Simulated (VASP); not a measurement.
Wanted: the native input for a VASP 6.6.1 run.

```yaml
Task: single point
Functional: r2SCAN
Potentials_or_basis: VASP PAW PBE potentials, release 64 (Ga_d, N)
Cutoff: 520 eV
k_mesh: 10 × 10 × 10
Occupations: gaussian, width 0.01 eV
Spin: no spin polarisation
Dipole_correction: no
Further_INCAR_settings: ALGO = Normal; EDIFF = 1e-06; NBANDS = 16
```

The system is GaN.

```xyz
2
Lattice="0.0000 2.1815 2.3183 2.1815 0.0000 2.3183 2.1815 2.1815 0.0000" Properties=species:S:1:pos:R:3 pbc="T T T"
Ga    0.0000    0.0000    0.0000
N     1.0907    1.0907    1.1592
```

This cell differs from its parent crystal: epitaxial xy strain -3.0%.

One way to write it, as run:

POSCAR

```
GaN
1.0
    0.0000000000      2.1814839649      2.3183350162
    2.1814839649      0.0000000000      2.3183350162
    2.1814839649      2.1814839649      0.0000000000
Ga N
1 1
Direct
    0.0000000000      0.0000000000      0.0000000000
    0.2500000000      0.2500000000      0.2500000000
```

INCAR.step1

```
SYSTEM = GaN
PREC     = Accurate       ! precision mode
ENCUT    = 520            ! plane-wave cutoff, eV
ISMEAR   = 0              ! smearing method
SIGMA    = 0.01           ! smearing width, eV
LREAL    = .FALSE.        ! projectors in reciprocal space
LASPH    = .TRUE.         ! aspherical terms in the spheres
NELM     = 100            ! most SCF steps
NBANDS   = 16             ! bands
GGA      = PE             ! functional
ALGO     = Normal         ! electronic algorithm
EDIFF    = 1E-4           ! SCF threshold, eV
LWAVE    = .TRUE.         ! write WAVECAR
LCHARG   = .FALSE.        ! write CHGCAR
```

INCAR.step2

```
SYSTEM = GaN
PREC     = Accurate       ! precision mode
ENCUT    = 520            ! plane-wave cutoff, eV
EDIFF    = 1E-6           ! SCF threshold, eV
ISMEAR   = 0              ! smearing method
SIGMA    = 0.01           ! smearing width, eV
LREAL    = .FALSE.        ! projectors in reciprocal space
LASPH    = .TRUE.         ! aspherical terms in the spheres
NELM     = 100            ! most SCF steps
ALGO     = Normal         ! electronic algorithm
ISIF     = 2              ! what is computed and relaxed
LWAVE    = .FALSE.        ! write WAVECAR
LCHARG   = .FALSE.        ! write CHGCAR
METAGGA  = R2SCAN         ! meta-GGA
LMIXTAU  = .TRUE.       
NBANDS   = 16             ! bands
ISTART   = 1
```

KPOINTS

```
Automatic mesh
0
G
  10 10 10
  0 0 0
```

Potentials or basis: VASP PAW PBE potentials, release 64 (Ga_d, N).

The run is started by

```bash
$ cat potpaw_PBE.64/Ga_d/POTCAR potpaw_PBE.64/N/POTCAR > POTCAR
$ cp INCAR.step1 INCAR
$ mpirun -np 1 vasp_std > vasp.out
$ cp INCAR.step2 INCAR
$ mpirun -np 1 vasp_std > vasp.out
```

Results of the run:

* Pressure: 7.3 GPa
* Band gap on the k mesh: 2.24 eV

Caveat: the cell differs from its parent crystal (epitaxial xy strain -3.0%); the stress differs along the axes, from 1 to 10 GPa; the structure was generated, so it needn't be the stable form of GaN; the PAW data sets were made with another functional, which shifts forces and pressure a little.

Wall time 2.9 min on 1 thread of Intel Xeon 8259CL, with other jobs on the host, peak memory 0.17 GiB.
